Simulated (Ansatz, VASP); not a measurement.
**Si in VASP and in Ansatz**

```
Si
1.0
    -3.46268    3.46268    1.93042
     3.46268   -3.46268    1.93042
     3.22849    3.22849   -1.93042
Si
4
Direct
  0.17861 0.17861 0.35722
  0.82139 0.82139 0.64278
  0.17861 0.82139 0.00000
  0.82139 0.17861 0.00000
```

Change from the starting cell: engineering shear strain xy -0.0700, equal normal strain along x and y +0.0000.

Alike in both runs: task single point; functional PBE; k mesh 10 × 10 × 10; occupations gaussian, width 0.05 eV; no spin polarisation.

|  | VASP | Ansatz |
| --- | --- | --- |
| version | VASP 6.6.1 | Ansatz 0.2.0 |
| potentials or method | VASP PAW PBE potentials, release 64 (Si), cutoff 520 eV | scalar-relativistic, plane waves, PAW |
| valence electrons in the cell | 16 | 16 |

```csv
,VASP,Ansatz,Ansatz less VASP
gap on the k mesh at the Fermi level (eV),none,none,-
pressure (GPa),-0.1,-0.1,+0.05
"traceless stress, the component that is largest in VASP (GPa)",2.60,2.60,-0.001
rms of the force components (eV/Å),0.142,0.142,+0.0005
```

Atom by atom the forces differ by 0.001 eV/Å (rms over components). A gap of «none» marks a metal or a gap that the smearing closes. With one functional, cell and mesh, what is left measures potentials, basis and numerics.
